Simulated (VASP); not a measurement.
# Pd (Im-3m) in VASP: notebook

Runs on Pd. Level: RPBE. Tasks: single point, relaxation of cell and atoms.

Everything below comes from runs of VASP 6.6.1. Logs are shortened: lines on timing, memory, paths and dates and some standing lists are left out, and cuts for length are marked.

## 1. The cell of the first run

It takes space group Im-3m (No. 229, cubic). The conventional cell has a = 3.171 Å, b = 3.171 Å, c = 3.171 Å, α = 90.00°, β = 90.00°, γ = 90.00°. Pd (site symmetry m-3m) has 14 Pd at 2.75 to 3.17 Å within 3.6 Å.

## 2. Single point, RPBE

Input file INCAR:

```
SYSTEM = Pd
PREC = Accurate ; ENCUT = 520
EDIFF = 1E-7 ; ISMEAR = -1
SIGMA = 0.1 ; LREAL = .False.
LASPH = .True. ; NELM = 60
ALGO = Normal ; ISIF = 2
LWAVE = .False. ; LCHARG = .False.
GGA = RP ; NBANDS = 11
```

Input file KPOINTS:

```
regular mesh
0
Gamma
  14 14 14
  0 0 0
```

Input file POSCAR:

```
Pd
1.0
   -1.5853525020      1.5853525020      1.5853525020
    1.5853525020     -1.5853525020      1.5853525020
    1.5853525020      1.5853525020     -1.5853525020
Pd
1
Direct
    0.0000000000      0.0000000000      0.0000000000
```

Potentials or basis: VASP PAW PBE potentials, release 64 (Pd).

Started as:

```
$ cat potpaw_PBE.64/Pd/POTCAR > POTCAR
$ mpirun -np 1 vasp_std > vasp.out
```

OUTCAR:

```text
SYSTEM = Pd
   PREC = Accurate
   ENCUT = 520
   EDIFF = 1E-7
   ISMEAR = -1
   LREAL = .False.
   LASPH = .True.
   NELM = 60
   ISIF = 2
   GGA = RP

 ion  position               nearest neighbor table
   1  0.000  0.000  0.000-

  LATTYP: Found a body centered cubic cell.
 ALAT       =     3.1707050040

  Lattice vectors:

 A1 = (  -1.5853525020,   1.5853525020,   1.5853525020)
 A2 = (   1.5853525020,  -1.5853525020,   1.5853525020)
 A3 = (   1.5853525020,   1.5853525020,  -1.5853525020)

Analysis of symmetry for initial positions (statically):
=====================================================================
 Subroutine PRICEL returns:
 Original cell was already a primitive cell.

 Routine SETGRP: Setting up the symmetry group for a
 body centered cubic supercell.

 Subroutine GETGRP returns: Found 48 space group operations
 (whereof 48 operations were pure point group operations)
 out of a pool of 48 trial point group operations.

The static configuration has the point symmetry O_h .

Analysis of symmetry for dynamics (positions and initial velocities):
=====================================================================
 Subroutine PRICEL returns:
 Original cell was already a primitive cell.

 Routine SETGRP: Setting up the symmetry group for a
 body centered cubic supercell.

 Subroutine GETGRP returns: Found 48 space group operations
 (whereof 48 operations were pure point group operations)
 out of a pool of 48 trial point group operations.

The dynamic configuration has the point symmetry O_h .

 Subroutine INISYM returns: Found 48 space group operations
 (whereof 48 operations are pure point group operations),
 and found     1 'primitive' translations

----------------------------------------------------------------------------------------

                                     Primitive cell

  volume of cell :      15.9381

  direct lattice vectors                    reciprocal lattice vectors
    -1.585352502  1.585352502  1.585352502     0.000000000  0.315387272  0.315387272
     1.585352502 -1.585352502  1.585352502     0.315387272  0.000000000  0.315387272
     1.585352502  1.585352502 -1.585352502     0.315387272  0.315387272  0.000000000

  length of vectors
     2.745911081  2.745911081  2.745911081     0.446024957  0.446024957  0.446024957

  position of ions in fractional coordinates (direct lattice)
     0.000000000  0.000000000  0.000000000

  ion indices of the primitive-cell ions
   primitive index   ion index
                 1           1

----------------------------------------------------------------------------------------

 KPOINTS: regular mesh

Automatic generation of k-mesh.
 Grid dimensions read from file:
 generate k-points for:   14   14   14

 Generating k-lattice:

  Cartesian coordinates                     Fractional coordinates (reciprocal lattice)
     0.000000000  0.022527662  0.022527662     0.071428571  0.000000000  0.000000000
     0.022527662  0.000000000  0.022527662     0.000000000  0.071428571  0.000000000
     0.022527662  0.022527662  0.000000000     0.000000000  0.000000000  0.071428571

  Length of vectors
     0.031858925  0.031858925  0.031858925

  Shift w.r.t. Gamma in fractional coordinates (k-lattice)
     0.000000000  0.000000000  0.000000000

 Subroutine IBZKPT returns following result:
 ===========================================

 Found    104 irreducible k-points:

 Following reciprocal coordinates:
            Coordinates               Weight
  0.000000  0.000000  0.000000      1.000000
  0.071429  0.000000  0.000000     12.000000
  0.142857  0.000000  0.000000     12.000000
  0.214286  0.000000  0.000000     12.000000
  0.285714  0.000000  0.000000     12.000000
  0.357143  0.000000  0.000000     12.000000
[... 16 lines left out ...]
  0.285714  0.285714  0.000000     24.000000
  0.357143  0.285714  0.000000     24.000000
 [... further k-points ...]
   k-points           NKPTS =    104   k-points in BZ     NKDIM =    104   number of bands    NBANDS=     11
   number of dos      NEDOS =    301   number of ions     NIONS =      1
   total plane-waves  NPLWV =   8000
   dimension x,y,z NGX =    20 NGY =   20 NGZ =   20
   dimension x,y,z NGXF=    40 NGYF=   40 NGZF=   40
   ions per type =               1
   NGX,Y,Z   is equivalent  to a cutoff of  12.11, 12.11, 12.11 a.u.
   NGXF,Y,Z  is equivalent  to a cutoff of  24.22, 24.22, 24.22 a.u.
 SYSTEM =  Pd
   PREC   = accura    normal or accurate (medium, high low for compatibility)
   ISTART =      0    job   : 0-new  1-cont  2-samecut
   ICHARG =      2    charge: 1-file 2-atom 10-const
   ISPIN  =      1    spin polarized calculation?
   LNONCOLLINEAR =      F non collinear calculations
   LSORBIT =      F    spin-orbit coupling
   LASPH  =      T    aspherical Exc in radial PAW
   ENCUT  =  520.0 eV  38.22 Ry    6.18 a.u.   5.11  5.11  5.11*2*pi/ulx,y,z
   NELM   =     60;   NELMIN=  2; NELMDL= -5     # of ELM steps
   EDIFF  = 0.1E-06   stopping-criterion for ELM
   LREAL  =      F    real-space projection
   EDIFFG = 0.1E-05   stopping-criterion for IOM
   NSW    =      0    number of steps for IOM
   IBRION =     -1    ionic relax: 0-MD 1-quasi-New 2-CG
   NFREE  =      0    steps in history (QN), initial steepest desc. (CG)
   ISIF   =      2    stress and relaxation
   ISYM   =      2    0-nonsym 1-usesym 2-fastsym
   POTIM  = 0.5000    time-step for ionic-motion
   TEBEG  =    0.0;   TEEND  =   0.0 temperature during run
   PSTRESS=    0.0 pullay stress
   NELECT =      10.0000    total number of electrons
   NUPDOWN=      -1.0000    fix difference up-down
   EMIN   =  10.00;   EMAX   =-10.00  energy-range for DOS
   EFERMI =   0.00;   METHOD = LEGACY
   ISMEAR =    -1;   SIGMA  =   0.10  broadening in eV -4-tet -1-fermi 0-gaus
   EFERMI_NEDOS =   21; number of points for ismear=-14 and -15
   IALGO  =     38    algorithm
   IMIX   =      4    mixing-type and parameters
     AMIX     =   0.40;   BMIX     =  1.00
     AMIX_MAG =   1.60;   BMIX_MAG =  1.00
  volume/ion in A,a.u.               =      15.94       107.56
  Fermi-wavevector in a.u.,A,eV,Ry     =   1.401508  2.648467 26.724909  1.964225
  Thomas-Fermi vector in A             =   2.524363
   LORBIT       =      0    0 simple, 1 ext, 2 COOP (PROOUT), +10 PAW based schemes
   GGA     = RP    functional components
   LHFCALC =     F    Hartree Fock is set to
   AEXX    =    0.0000 exact exchange contribution
   IVDW    =     0    specifies the selected vdW correction
   LEPSILON=     F    determine dielectric tensor
   LRPA    =     F    only Hartree local field effects (RPA)
 non-spin polarized calculation
  energy-cutoff  :      520.00
  volume of cell :       15.94
 maximum number of plane-waves:       444
   NGX = 11   NGY = 11   NGZ = 11

 number of electron      10.0000000 magnetization

 number of electron       9.9999999 magnetization

 Free energy of the ion-electron system (eV)
  ---------------------------------------------------
  ext. energy  EPLUGINS =         0.00000000
  ---------------------------------------------------
  free energy    TOTEN  =        -4.60714554 eV

  energy without entropy =       -4.55831330  energy(sigma->0) =       -4.58272942

 E-fermi :   8.6480     XC(G=0): -12.5874

 val. band max:        8.6391082410   @ k =  -0.4286  -0.4286   0.1429
 cond. band min:       8.6615923109   @ k =  -0.4286   0.4286   0.3571
 fundamental gap:      0.0224840699
 Fermi energy:         8.6479521507

 k-point     1 :       0.0000    0.0000    0.0000
  band No.  band energies     occupation
      1       2.1393      2.00000
      2       6.0310      2.00000
      3       6.0310      2.00000
      4       6.0310      2.00000
      5       7.7911      1.99962
      6       7.7911      1.99962
      7      27.8522      0.00000
      8      27.8522      0.00000
      9      27.8522      0.00000
     10      35.6065      0.00000
     11      35.6068      0.00000

 k-point     2 :       0.0714    0.0000    0.0000
  band No.  band energies     occupation
      1       2.3222      2.00000
      2       5.9728      2.00000
      3       6.0341      2.00000
      4       6.1553      2.00000
      5       7.7245      1.99980
      6       7.7955      1.99960
      7      27.6701      0.00000
      8      27.8600      0.00000
      9      28.0557      0.00000
     10      33.9572      0.00000
     11      34.5567      0.00000

 k-point     3 :       0.1429    0.0000    0.0000
  band No.  band energies     occupation
      1       2.8374      2.00000
      2       5.8134      2.00000
      3       6.0414      2.00000
      4       6.5157      2.00000
      5       7.5861      1.99995
      6       7.8106      1.99954
      7      26.7827      0.00000
      8      27.6183      0.00000
      9      28.6277      0.00000
     10      32.7722      0.00000
     11      32.9897      0.00000

 k-point     4 :       0.2143    0.0000    0.0000
  band No.  band energies     occupation
      1       3.5358      2.00000
      2       5.5916      2.00000
      3       6.1299      2.00000
      4       7.0726      2.00000
      5       7.5030      1.99998
      6       7.8403      1.99938
      7      24.7841      0.00000
      8      26.7414      0.00000
      9      29.4566      0.00000
     10      31.4361      0.00000
     11      32.3347      0.00000

 k-point     5 :       0.2857    0.0000    0.0000
  band No.  band energies     occupation
      1       4.0280      2.00000
      2       5.3562      2.00000
      3       6.6606      2.00000
      4       7.5382      1.99997
      5       7.7526      1.99974
      6       7.8844      1.99903
      7      22.1403      0.00000
      8      25.5610      0.00000
      9      29.2797      0.00000
     10      30.3734      0.00000
     11      32.3907      0.00000
[... 211 lines left out ...]
 k-point    21 :       0.2857    0.2143    0.0000
  band No.  band energies     occupation
      1       4.6719      2.00000
      2       5.3184      2.00000
      3       6.3660      2.00000
      4       7.5974      1.99995
      5       8.1565      1.98542
      6      11.5474      0.00000
      7      18.6655      0.00000
      8      20.5849      0.00000
      9      25.7234      0.00000
     10      31.0014      0.00000
     11      33.9897      0.00000

 k-point    22 :       0.3571    0.2143    0.0000
  band No.  band energies     occupation
      1       4.6099      2.00000
      2       5.2654      2.00000
      3       6.5773      2.00000
      4       7.7088      1.99983
      5       8.2413      1.96630
      6      13.1595      0.00000
      7      16.5461      0.00000
      8      20.0686      0.00000
      9      25.3883      0.00000
     10      31.5604      0.00000
     11      33.4868      0.00000

 k-point    23 :       0.2857    0.2857    0.0000
  band No.  band energies     occupation
      1       4.7617      2.00000
      2       5.4584      2.00000
      3       6.1749      2.00000
      4       7.7430      1.99977
      5       8.1378      1.98790
      6      13.4407      0.00000
      7      17.8530      0.00000
      8      18.2762      0.00000
      9      25.6168      0.00000
     10      31.3865      0.00000
     11      33.2325      0.00000

 k-point    24 :       0.3571    0.2857    0.0000
  band No.  band energies     occupation
      1       4.7754      2.00000
      2       5.5561      2.00000
      3       6.0728      2.00000
      4       7.8552      1.99928
      5       8.0879      1.99264
      6      15.0455      0.00000
      7      16.2951      0.00000
      8      17.7901      0.00000
      9      25.5951      0.00000
     10      31.8207      0.00000
     11      32.6332      0.00000

 [... further k-points ...]
[... 5 lines left out ...]
  --------------------------------------------------------------------------------------
  -------------------------------------------------------------------------------------
  Total       -0.0231767     -0.0231767     -0.0231767      0.0000000     -0.0000000     -0.0000000
  in kB       -2.3298292     -2.3298292     -2.3298292      0.0000000     -0.0000000     -0.0000000
  external PRESSURE =      -2.3298292 kB  Pullay stress =       0.0000000 kB

 VOLUME and BASIS-vectors are now :
 -----------------------------------------------------------------------------
  energy-cutoff  :      520.00
  volume of cell :       15.94
      direct lattice vectors                 reciprocal lattice vectors
    -1.585352502  1.585352502  1.585352502     0.000000000  0.315387272  0.315387272
     1.585352502 -1.585352502  1.585352502     0.315387272  0.000000000  0.315387272
     1.585352502  1.585352502 -1.585352502     0.315387272  0.315387272  0.000000000

 POSITION                                       TOTAL-FORCE (eV/Angst)
 -----------------------------------------------------------------------------------
      0.00000      0.00000      0.00000        -0.000000     -0.000000     -0.000000
 -----------------------------------------------------------------------------------
    total drift:                                0.000000     -0.000000      0.000000

  FREE ENERGIE OF THE ION-ELECTRON SYSTEM (eV)
  ---------------------------------------------------
  free  energy   TOTEN  =        -4.6071455359 eV

  energy  without entropy=       -4.5583133033  energy(sigma->0) =       -4.58272942
```

Wall time 36 s (1 thread of AMD EPYC 7R13, shared host); peak memory 0.11 GiB.

Results:

```
Free energy            : -4.6071 eV
Pressure               : -0.2 GPa
Band gap on the k mesh : zero (band 5 reaches 9.17 eV, above the bottom of band 6 at 7.69 eV)
```

Caveat: the PAW data sets were made with another functional, which shifts forces and pressure a little.

## 3. Single point, RPBE (volume scaled by 0.88)

Input file INCAR:

```
PREC = Accurate
ENCUT = 520
EDIFF = 1E-6
ISMEAR = -1
SIGMA = 0.1
LREAL = F
LASPH = T
NELM = 100
ALGO = Normal
ISIF = 2
LWAVE = F
LCHARG = T
GGA = RP
LELF = T
LVHAR = T
NBANDS = 11
```

Input file KPOINTS:

```
regular mesh
0
Gamma
  16 16 16
```

Input file POSCAR:

```
Pd
1.0
   -1.5192178917      1.5192178917      1.5192178917
    1.5192178917     -1.5192178917      1.5192178917
    1.5192178917      1.5192178917     -1.5192178917
Pd
1
Direct
    0.0000000000      0.0000000000      0.0000000000
```

Potentials or basis: VASP PAW PBE potentials, release 64 (Pd).

Started as:

```
$ cat potpaw_PBE.64/Pd/POTCAR > POTCAR
$ mpirun -np 1 vasp_std > vasp.out
```

Wall time 50 s (1 thread of AMD EPYC 7R13, shared host); peak memory 0.11 GiB.

The run converged. Its results:

| Property | Result |
| --- | --- |
| Free energy | -4.4781 eV |
| Pressure | 25.5 GPa |
| Band gap on the k mesh | zero (band 5 reaches 11.43 eV, above the bottom of band 6 at 9.59 eV) |

Levels at points of the mesh, in eV from the Fermi level:
| k point | band 2 | band 3 | band 4 | band 5 | band 6 | band 7 | band 8 | band 9 |
| --- | --- | --- | --- | --- | --- | --- | --- | --- |
| (0.00, 0.00, 0.00) | -3.21 | -3.21 | -3.21 | -1.07 | -1.07 | 19.47 | 19.47 | 19.47 |
| (0.50, 0.00, 0.00) | -4.52 | -1.13 | -0.80 | 0.66 | 1.33 | 8.44 | 15.27 | 18.48 |
| (0.50, 0.50, 0.50) | -5.71 | 0.23 | 0.23 | 0.23 | 9.49 | 9.49 | 9.49 | 18.31 |

Caveat: the PAW data sets were made with another functional, which shifts forces and pressure a little.

## 4. Single point, RPBE (volume scaled by 0.96)

Input file INCAR:

```
SYSTEM = Pd
PREC = Accurate
ENCUT = 520
EDIFF = 1E-6
ISMEAR = -1
SIGMA = 0.1
LREAL = .FALSE.
LASPH = .TRUE.
NELM = 80
ALGO = Normal
ISIF = 2
LWAVE = .FALSE.
LCHARG = .FALSE.
GGA = RP
NBANDS = 11
```

Input file KPOINTS:

```
Automatic mesh
0
G
  16 16 16
  0 0 0
```

Input file POSCAR:

```
Pd
1.0
   -1.5639261930      1.5639261930      1.5639261930
    1.5639261930     -1.5639261930      1.5639261930
    1.5639261930      1.5639261930     -1.5639261930
Pd
1
Direct
    0.0000000000      0.0000000000      0.0000000000
```

Started as:

```
$ cat potpaw_PBE.64/Pd/POTCAR > POTCAR
$ mpirun -np 1 vasp_std > vasp.out
```

It took 49 s on 1 thread of AMD EPYC 7R13, shared host; peak memory 0.11 GiB.

The run converged. Its results:

```yaml
Free_energy: -4.5983 eV
Pressure: 6.2 GPa
Band_gap_on_the_k_mesh: zero (band 5 reaches 9.86 eV, above the bottom of band 6 at 8.28 eV)
```

Levels at points of the mesh, in eV from the Fermi level:
| k point | band 1 | band 2 | band 3 | band 4 | band 5 | band 6 | band 7 | band 8 | band 9 | band 10 |
| --- | --- | --- | --- | --- | --- | --- | --- | --- | --- | --- |
| (0.00, 0.00, 0.00) | -6.83 | -2.80 | -2.80 | -2.80 | -0.93 | -0.93 | 19.29 | 19.29 | 19.29 | 26.82 |
| (0.50, 0.00, 0.00) | -5.03 | -3.94 | -1.00 | -0.71 | 0.55 | 1.49 | 7.68 | 15.07 | 17.58 | 23.86 |
| (0.50, 0.50, 0.50) | -4.96 | -4.96 | 0.19 | 0.19 | 0.19 | 9.15 | 9.15 | 9.15 | 17.24 | 17.24 |

Caveat: the PAW data sets were made with another functional, which shifts forces and pressure a little.

(Continued in part 2 of 2.)
